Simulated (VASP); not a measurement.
P:

```
P
1.0
     0.00000    1.94000    1.94000
     1.94000    0.00000    1.94000
     1.94000    1.94000    0.00000
P
1
Direct
  0.00000 0.00000 0.00000
```

This isn't the form of P at room conditions, which is orthorhombic.

```yaml
Program: VASP 6.6.1
Task: relaxation of cell and atoms
Functional: LDA
Potentials_or_basis: VASP PAW LDA potentials, release 64 (P)
Cutoff: 500 eV
k_mesh: 21 × 21 × 21
Occupations: fermi-dirac, width 0.05 eV
Spin: no spin polarisation
```

At the start: pressure -4.9 GPa; volume 14.60 Å³/atom.

Question: Where does the relaxation end?

Answer: Over 3 steps the energy falls by 11.4 meV/atom and the volume is 13.88 Å³/atom (-5.0 %); space group Fm-3m (No. 225, to 0.1 Å) before and after.

The path:
```
step  energy change (eV)  largest force (eV/Å)  pressure (GPa)  volume (Å³)
   1              0.0000                0.0000           -4.91        14.60
   2             -0.0105                0.0000            1.57        13.68
   3             -0.0114                0.0000            0.01        13.88
```

Final structure:
```
CELL_PARAMETERS angstrom
0.00000 1.90743 1.90743
1.90743 0.00000 1.90743
1.90743 1.90743 0.00000
ATOMIC_POSITIONS crystal
P 0.00000 0.00000 0.00000
```
